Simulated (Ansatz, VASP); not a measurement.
# One calculation of Os, two programs

```
Os
1.0
     2.63048    0.00000    0.00000
    -1.31524    2.27807    0.00000
     0.00000    0.00000    4.17171
Os
2
Direct
  0.33333 0.66667 0.25000
  0.66667 0.33333 0.75000
```

Change from the starting cell: volume scaled by 0.9, PAW files.

Alike in both runs: task single point; functional PBEsol; k mesh 16 × 16 × 9; occupations fermi-dirac, width 0.05 eV; no spin polarisation.

|  | VASP | Ansatz |
| --- | --- | --- |
| version | VASP 6.6.1 | Ansatz 0.2.0 |
| potentials or method | VASP PAW PBE potentials, release 64 (Os) | PAW with Ansatz's default frozen-core files, scalar-relativistic |
| plane-wave cutoff (eV) | 520 | 420 |
| valence electrons in the cell | 16 | 32 |

Ansatz gave:

| Property | Result |
| --- | --- |
| pressure (GPa) | 58.3 |

Q: Which values does VASP return?

A: Pressure (GPa): 61.0.

VASP's potentials were made for PBE, not for PBEsol. Both programs put the cell under a high pressure, so it lies far from rest at this level. VASP's potentials hold 16 valence electrons a cell and Ansatz's 32, so a difference there can come from the potentials and not from the codes.

Neither program's run includes spin-orbit coupling. Noted on VASP's run: the cell as given lies far from equilibrium.
